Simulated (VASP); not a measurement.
VH: single point with PBEsol

The system is VH.

```xyz
4
Lattice="2.7357 0.0000 0.0000 -1.3678 2.3692 0.0000 0.0000 0.0000 5.0154" Properties=species:S:1:pos:R:3 pbc="T T T"
V     0.0000    1.5795    0.0698
V     1.3678    0.7897    2.5775
H     0.0000    1.5795    1.8110
H     1.3678    0.7897    4.3187
```

```yaml
Program: VASP 6.6.1
Task: single point
Functional: PBEsol
Potentials_or_basis: VASP PAW PBE potentials, release 64 (V_sv, H)
Cutoff: 520 eV
k_mesh: 9 × 9 × 5
Occupations: methfessel-paxton, width 0.1 eV
Spin: collinear spin, ferromagnetic start
Starting_moments: "[1.5, 1.5, 0.0, 0.0] μB"
```

* Pressure: 0.1 GPa
* Band gap on the k mesh: zero (filled and empty bands overlap)
* Net moment: 0.00 μB per cell
* Valence electrons inside the program's atomic spheres: V 11.62; H 0.64

Levels at points of the mesh, in eV from the Fermi level:
Spin up:
```tsv
k point	band 10	band 11	band 12	band 13	band 14	band 15	band 16	band 17	band 18	band 19
(0.00, 0.00, 0.00)	-6.91	-2.21	-1.05	-0.01	-0.01	0.24	0.24	1.25	1.25	2.18
```
Spin down:
| k point | band 10 | band 11 | band 12 | band 13 | band 14 | band 15 | band 16 | band 17 | band 18 | band 19 |
| --- | --- | --- | --- | --- | --- | --- | --- | --- | --- | --- |
| (0.00, 0.00, 0.00) | -6.91 | -2.21 | -1.05 | -0.01 | -0.01 | 0.24 | 0.24 | 1.25 | 1.25 | 2.18 |

Wall time 65 s on 1 thread of Oxide Virtual Turin-like Processor, on a shared host, peak memory 0.14 GiB.

Caveat: the PAW data sets were made with another functional, which shifts forces and pressure a little.
